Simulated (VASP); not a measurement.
# WC (F-43m) in VASP: a series of runs, part 2 of 2

VASP 6.6.1.

## 4. Single point, r2SCAN

File POSCAR:

```
WC
1.0
    0.0000000000      2.3302751839      2.3302751839
    2.3302751839      0.0000000000      2.3302751839
    2.3302751839      2.3302751839      0.0000000000
W C
1 1
Direct
    0.0000000000      0.0000000000      0.0000000000
    0.2500000000      0.2500000000      0.2500000000
```

File INCAR.step1:

```
SYSTEM = WC
PREC     = Accurate       ! precision mode
ENCUT    = 520            ! plane-wave cutoff, eV
ISMEAR   = 0              ! smearing method
SIGMA    = 0.1            ! smearing width, eV
LREAL    = .False.        ! projectors in reciprocal space
LASPH    = .True.         ! aspherical terms in the spheres
NELM     = 80             ! most SCF steps
NBANDS   = 16             ! bands
GGA      = PE             ! functional
ALGO     = Normal         ! electronic algorithm
EDIFF    = 1E-4           ! SCF threshold, eV
LWAVE    = .True.         ! write WAVECAR
LCHARG   = .False.        ! write CHGCAR
```

File INCAR.step2:

```
SYSTEM = WC
PREC     = Accurate       ! precision mode
ENCUT    = 520            ! plane-wave cutoff, eV
EDIFF    = 1E-6           ! SCF threshold, eV
ISMEAR   = 0              ! smearing method
SIGMA    = 0.1            ! smearing width, eV
LREAL    = .False.        ! projectors in reciprocal space
LASPH    = .True.         ! aspherical terms in the spheres
NELM     = 80             ! most SCF steps
ALGO     = Normal         ! electronic algorithm
ISIF     = 2              ! what is computed and relaxed
LWAVE    = .False.        ! write WAVECAR
LCHARG   = .False.        ! write CHGCAR
METAGGA  = R2SCAN         ! meta-GGA
LMIXTAU  = .True.       
NBANDS   = 16             ! bands
ISTART   = 1
```

File KPOINTS:

```
regular mesh
0
Gamma
  16 16 16
  0 0 0
```

Potentials or basis: VASP PAW PBE potentials, release 64 (W_sv, C).

Launch:

```sh
cat potpaw_PBE.64/W_sv/POTCAR potpaw_PBE.64/C/POTCAR > POTCAR
cp INCAR.step1 INCAR
mpirun -np 1 vasp_std > vasp.out
cp INCAR.step2 INCAR
mpirun -np 1 vasp_std > vasp.out
```

OUTCAR:

```text
SYSTEM = WC
   PREC = Accurate
   ENCUT = 520
   EDIFF = 1E-6
   ISMEAR = 0
   LREAL = .False.
   LASPH = .True.
   NELM = 80
   ISIF = 2
   METAGGA = R2SCAN
   ISTART = 1

 ion  position               nearest neighbor table
   1  0.000  0.000  0.000-   2 2.02   2 2.02   2 2.02   2 2.02
   2  0.250  0.250  0.250-   1 2.02   1 2.02   1 2.02   1 2.02

  LATTYP: Found a face centered cubic cell.
 ALAT       =     4.6605503678

  Lattice vectors:

 A1 = (   0.0000000000,   2.3302751839,   2.3302751839)
 A2 = (   2.3302751839,   0.0000000000,   2.3302751839)
 A3 = (   2.3302751839,   2.3302751839,   0.0000000000)

Analysis of symmetry for initial positions (statically):
=====================================================================
 Subroutine PRICEL returns:
 Original cell was already a primitive cell.

 Routine SETGRP: Setting up the symmetry group for a
 face centered cubic supercell.

 Subroutine GETGRP returns: Found 24 space group operations
 (whereof 24 operations were pure point group operations)
 out of a pool of 48 trial point group operations.

The static configuration has the point symmetry T_d .

Analysis of symmetry for dynamics (positions and initial velocities):
=====================================================================
 Subroutine PRICEL returns:
 Original cell was already a primitive cell.

 Routine SETGRP: Setting up the symmetry group for a
 face centered cubic supercell.

 Subroutine GETGRP returns: Found 24 space group operations
 (whereof 24 operations were pure point group operations)
 out of a pool of 48 trial point group operations.

The dynamic configuration has the point symmetry T_d .

 Subroutine INISYM returns: Found 24 space group operations
 (whereof 24 operations are pure point group operations),
 and found     1 'primitive' translations

----------------------------------------------------------------------------------------

                                     Primitive cell

  volume of cell :      25.3076

[... 103 lines left out ...]
   ISMEAR =     0;   SIGMA  =   0.10  broadening in eV -4-tet -1-fermi 0-gaus
   EFERMI_NEDOS =   21; number of points for ismear=-14 and -15
   IALGO  =     38    algorithm
   IMIX   =      4    mixing-type and parameters
     AMIX     =   0.40;   BMIX     =  1.00
     AMIX_MAG =   1.60;   BMIX_MAG =  1.00
  volume/ion in A,a.u.               =      12.65        85.39
  Fermi-wavevector in a.u.,A,eV,Ry     =   1.461331  2.761514 29.055063  2.135487
  Thomas-Fermi vector in A             =   2.577675
   LORBIT       =      0    0 simple, 1 ext, 2 COOP (PROOUT), +10 PAW based schemes
   METAGGA = R2SCAN    functional components
   LHFCALC =     F    Hartree Fock is set to
   AEXX    =    0.0000 exact exchange contribution
   IVDW    =     0    specifies the selected vdW correction
   LEPSILON=     F    determine dielectric tensor
   LRPA    =     F    only Hartree local field effects (RPA)
 non-spin polarized calculation
 Gauss-broadening in eV      SIGMA  =   0.10
  energy-cutoff  :      520.00
  volume of cell :       25.31
 maximum number of plane-waves:       701
 NGX is ok and might be reduce to    28
   NGX = 13   NGY = 13   NGZ = 13

 number of electron      18.0000000 magnetization

 Free energy of the ion-electron system (eV)
  ---------------------------------------------------
  ext. energy  EPLUGINS =         0.00000000
  ---------------------------------------------------
  free energy    TOTEN  =       -60.26225321 eV

  energy without entropy =      -60.25729909  energy(sigma->0) =      -60.25977615

 E-fermi :   9.2019     XC(G=0): -13.4062

 val. band max:        9.2018382200   @ k =  -0.3125   0.2500   0.0625
 cond. band min:       9.2100945305   @ k =  -0.3750   0.1250   0.0000
 fundamental gap:      0.0082563106
 Fermi energy:         9.2018530288

 k-point     1 :       0.0000    0.0000    0.0000
  band No.  band energies     occupation
      1     -67.5720      2.00000
      2     -31.0518      2.00000
      3     -31.0518      2.00000
      4     -31.0518      2.00000
      5      -5.5740      2.00000
      6       3.0277      2.00000
[... 433 lines left out ...]
      3     -31.0625      2.00000
      4     -31.0551      2.00000
      5      -5.3684      2.00000
      6       2.8434      2.00000
[... 8 lines left out ...]
     15      22.6853      0.00000
     16      23.6325      0.00000

 [... further k-points ...]
[... 5 lines left out ...]
  --------------------------------------------------------------------------------------
  -------------------------------------------------------------------------------------
  Total        0.7140270      0.7140270      0.7140270      0.0000000     -0.0000000      0.0000000
  in kB       45.2036604     45.2036604     45.2036604      0.0000000     -0.0000000      0.0000000
  external PRESSURE =      45.2036604 kB  Pullay stress =       0.0000000 kB

 VOLUME and BASIS-vectors are now :
 -----------------------------------------------------------------------------
  energy-cutoff  :      520.00
  volume of cell :       25.31
      direct lattice vectors                 reciprocal lattice vectors
     0.000000000  2.330275184  2.330275184    -0.214566933  0.214566933  0.214566933
     2.330275184  0.000000000  2.330275184     0.214566933 -0.214566933  0.214566933
     2.330275184  2.330275184  0.000000000     0.214566933  0.214566933 -0.214566933

 POSITION                                       TOTAL-FORCE (eV/Angst)
 -----------------------------------------------------------------------------------
      0.00000      0.00000      0.00000         0.000000      0.000000      0.000000
      1.16514      1.16514      1.16514        -0.000000     -0.000000     -0.000000
 -----------------------------------------------------------------------------------
    total drift:                                0.000000      0.000000      0.000000

  FREE ENERGIE OF THE ION-ELECTRON SYSTEM (eV)
  ---------------------------------------------------
  free  energy   TOTEN  =       -60.2622532061 eV

  energy  without entropy=      -60.2572990911  energy(sigma->0) =      -60.25977615
```

OUTCAR.step1:

```text
SYSTEM = WC
   PREC = Accurate
   ENCUT = 520
   ISMEAR = 0
   LREAL = .False.
   LASPH = .True.
[... 678 lines left out ...]
      0.00000      0.00000      0.00000         0.000000      0.000000      0.000000
      1.16514      1.16514      1.16514        -0.000000     -0.000000     -0.000000
 -----------------------------------------------------------------------------------
    total drift:                                0.000000      0.000000      0.000000

  FREE ENERGIE OF THE ION-ELECTRON SYSTEM (eV)
  ---------------------------------------------------
  free  energy   TOTEN  =       -21.0814750065 eV

  energy  without entropy=      -21.0764420438  energy(sigma->0) =      -21.07895853
```

It took 2.5 min on 1 thread of Intel Xeon Platinum 8488C (Sapphire Rapids), shared host; peak memory 0.21 GiB.

Results:

* Free energy: -60.2623 eV
* Pressure: 4.5 GPa
* Band gap on the k mesh: zero (band 9 reaches 10.10 eV, above the bottom of band 10 at 8.75 eV)

Caveat: the PAW data sets were made with another functional, which shifts forces and pressure a little; spin-orbit coupling is left out, which moves the levels of the heavy elements.

## 5. Single point, r2SCAN, collinear spin, ferromagnetic start

POSCAR is that of step 4.

File INCAR.step1:

```
SYSTEM = WC
PREC = Accurate ; ENCUT = 520
ISMEAR = 0 ; SIGMA = 0.1
LREAL = .False. ; LASPH = .True.
NELM = 150 ; ISPIN = 2
MAGMOM = 2.5 0 ; LMAXMIX = 4
NBANDS = 20 ; GGA = PE
ALGO = Normal ; EDIFF = 1E-4
LWAVE = .True. ; LCHARG = .False.
```

File INCAR.step2:

```
SYSTEM = WC
PREC = Accurate ; ENCUT = 520
EDIFF = 1E-7 ; ISMEAR = 0
SIGMA = 0.1 ; LREAL = .False.
LASPH = .True. ; NELM = 150
ALGO = Normal ; ISIF = 2
LWAVE = .False. ; LCHARG = .False.
ISPIN = 2 ; MAGMOM = 2.5 0
LORBIT = 11 ; LMAXMIX = 4
METAGGA = R2SCAN ; LMIXTAU = .True.
NBANDS = 20 ; ISTART = 1
```

File KPOINTS:

```
Automatic mesh
0
Gamma
  16 16 16
  0 0 0
```

Launch:

```sh
cat potpaw_PBE.64/W_sv/POTCAR potpaw_PBE.64/C/POTCAR > POTCAR
cp INCAR.step1 INCAR
mpirun -np 1 vasp_std > vasp.out
cp INCAR.step2 INCAR
mpirun -np 1 vasp_std > vasp.out
```

Run time: 7.1 min. Hardware: 1 thread of Intel Xeon Platinum 8488C (Sapphire Rapids), shared host; peak memory 0.26 GiB.

The run converged. Its results:

* Free energy: -60.2623 eV
* Pressure: 4.5 GPa
* Band gap on the k mesh: zero (filled and empty bands overlap)
* Net moment: 0.00 μB per cell
* Valence electrons inside the program's atomic spheres: W 12.14; C 2.53

Levels at points of the mesh, in eV from the Fermi level:
Spin up:
```
           k point  band 6  band 7  band 8  band 9  band 10  band 11  band 12  band 13
(0.00, 0.00, 0.00)   -6.17   -6.17   -6.17   -0.02    -0.02     2.89     8.05     8.05
(0.50, 0.00, 0.00)   -6.01   -5.39   -5.39    0.90     0.90     1.26     5.33     5.33
(0.50, 0.50, 0.00)   -7.83   -2.99   -2.99   -2.35     1.69     2.07     2.89     2.89
```
Spin down:
```
           k point  band 5  band 6  band 7  band 8  band 9  band 10  band 11  band 12  band 13  band 14
(0.00, 0.00, 0.00)  -14.78   -6.17   -6.17   -6.17   -0.02    -0.02     2.89     8.05     8.05     8.05
(0.50, 0.00, 0.00)  -12.81   -6.01   -5.39   -5.39    0.90     0.90     1.26     5.33     5.33     6.42
(0.50, 0.50, 0.00)  -12.08   -7.83   -2.99   -2.99   -2.35     1.69     2.07     2.89     2.89    13.21
```

Caveat: the PAW data sets were made with another functional, which shifts forces and pressure a little; spin-orbit coupling is left out, which moves the levels of the heavy elements.

## 6. Relaxation of cell and atoms, PBEsol

This run uses another cell than the first one, of 13.69 Å³/atom, 1.081 times its volume.

File INCAR:

```
PREC = Accurate
ENCUT = 600
EDIFF = 1E-7
ISMEAR = 0
SIGMA = 0.1
LREAL = F
LASPH = T
NELM = 100
ALGO = Normal
ISIF = 3
LWAVE = F
LCHARG = F
GGA = PS
IBRION = 2
NSW = 100
EDIFFG = -0.05
```

File KPOINTS:

```
regular mesh
0
Gamma
  8 8 8
```

File POSCAR:

```
WC
1.0
    0.0000000000      2.3920423765      2.3920423765
    2.3920423765      0.0000000000      2.3920423765
    2.3920423765      2.3920423765      0.0000000000
W C
1 1
Direct
    0.0000000000      0.0000000000      0.0000000000
    0.2500000000      0.2500000000      0.2500000000
```

Potentials or basis: VASP PAW PBE potentials, release 64 (W_sv, C).

Launch:

```sh
cat potpaw_PBE.64/W_sv/POTCAR potpaw_PBE.64/C/POTCAR > POTCAR
mpirun -np 1 vasp_std > vasp.out
```

It took 56 s on 1 thread of Intel Xeon Platinum 8375C at 2.90GHz (Ice Lake), shared host; peak memory 0.17 GiB.

The run converged. Its results:

| Property | Result |
| --- | --- |
| Free energy | -22.3610 eV |
| Relaxed volume | 12.70 Å³/atom |
| Relaxed cell | a = 3.300 Å, b = 3.300 Å, c = 3.300 Å, α = 60.00°, β = 60.00°, γ = 60.00° |
| Space group after relaxing (to 0.05 Å) | F-43m (No. 216) |
| Energy gained by relaxing | 59.4 meV/atom |
| Ionic steps | 4 |
| Pressure after relaxing | -0.2 GPa |
| Band gap on the k mesh | zero (band 9 reaches 9.82 eV, above the bottom of band 10 at 8.73 eV) |

Step by step:
```
step  energy change (eV)  largest force (eV/Å)  pressure (GPa)  volume (Å³)
   1              0.0000                0.0000          -17.95        27.37
   2              0.4738                0.0000           59.31        21.74
   3             -0.1184                0.0000           -1.12        25.49
   4             -0.1188                0.0000           -0.19        25.40
```

Final structure:
```
CELL_PARAMETERS angstrom
0.00000 2.33324 2.33324
2.33324 0.00000 2.33324
2.33324 2.33324 0.00000
ATOMIC_POSITIONS crystal
W 0.00000 0.00000 0.00000
C 0.25000 0.25000 0.25000
```

Levels at points of the mesh, in eV from the Fermi level:
```csv
k point,band 6,band 7,band 8,band 9,band 10,band 11,band 12,band 13
"(0.00, 0.00, 0.00)",-5.75,-5.75,-5.75,-0.06,-0.06,2.73,7.66,7.66
"(0.50, 0.00, 0.00)",-5.67,-5.04,-5.04,0.82,0.82,1.20,5.11,5.11
"(0.50, 0.50, 0.00)",-7.52,-2.71,-2.71,-2.19,1.56,1.84,2.80,2.80
```

Caveat: the PAW data sets were made with another functional, which shifts forces and pressure a little; spin-orbit coupling is left out, which moves the levels of the heavy elements.

## 7. Overview

| task | level | spin | cell | k mesh | cutoff (eV) | gap on the mesh (eV) | pressure (GPa) |
| --- | --- | --- | --- | --- | --- | --- | --- |
| single point | PBEsol | off | a = 3.296 Å, angles 60.0°, 2 atoms | 8 × 8 × 8 | 520 | none | 0.7 |
| relaxation of cell and atoms | PBEsol | off | relaxed from a = 3.383 Å, angles 60.0°, 2 atoms | 8 × 8 × 8 | 600 | none | -0.2 |
| single point | r2SCAN | off | a = 3.296 Å, angles 60.0°, 2 atoms | 16 × 16 × 16 | 520 | none | 4.5 |
| single point | r2SCAN | collinear, ferromagnetic start | a = 3.296 Å, angles 60.0°, 2 atoms | 16 × 16 × 16 | 520 | none | 4.5 |

Alike in all rows: potentials or basis VASP PAW PBE potentials, release 64 (W_sv, C); smearing gaussian 0.1 eV.

Every run on the cell as given and a fine mesh finds a metal. The pressure there spans 0.7 GPa (PBEsol) to 4.5 GPa (r2SCAN); a positive pressure means that this level wants a larger cell, a negative one a smaller.

Caveats: the PAW data sets were made with another functional, which shifts forces and pressure a little; spin-orbit coupling is left out, which moves the levels of the heavy elements.

Total energies depend on the potentials used, so only differences within one code and one set of settings carry meaning.
